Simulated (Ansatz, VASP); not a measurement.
**Ge2SbO3 in VASP and in Ansatz**

```
Ge Sb O
1.0
     2.72974    1.57602    4.08752
    -2.72974    1.57602    4.08752
     0.00000   -3.15203    4.08752
Ge Sb O
2 1 3
Direct
  0.74411 0.74411 0.74411
  0.25589 0.25589 0.25589
  0.00000 0.00000 0.00000
  0.00000 0.50000 0.00000
  0.50000 0.00000 0.00000
  0.00000 0.00000 0.50000
```

Change from the starting cell: species swapped into the Hf2Al3Ni type (R-3m, No. 166).

Alike in both runs: functional PBE; k mesh 12 × 12 × 12; occupations gaussian, width 0.1 eV; no spin polarisation.

Ansatz relaxed the structure, and its values are those at the end. VASP's run is a single point on that final structure, the one shown.

|  | VASP | Ansatz |
| --- | --- | --- |
| version | VASP 6.6.1 | Ansatz 0.2.0 |
| potentials or method | VASP PAW PBE potentials, release 64 (Ge_d, Sb, O), cutoff 520 eV | scalar-relativistic, plane waves, PAW |
| valence electrons in the cell | 51 | 61 |

```tsv
	VASP	Ansatz	Ansatz less VASP
gap on the k mesh at the Fermi level (eV)	none	none	-
pressure (GPa)	-0.2	0.0	+0.17
rms of the force components (eV/Å)	0.011	0.001	-0.0099
```

A gap of «none» marks a metal or a gap that the smearing closes. With one functional, cell and mesh, what is left measures potentials, basis and numerics. VASP's potentials hold 51 valence electrons a cell and Ansatz's 61, so a difference there can come from the potentials and not from the codes.

Spin-orbit coupling is off throughout.
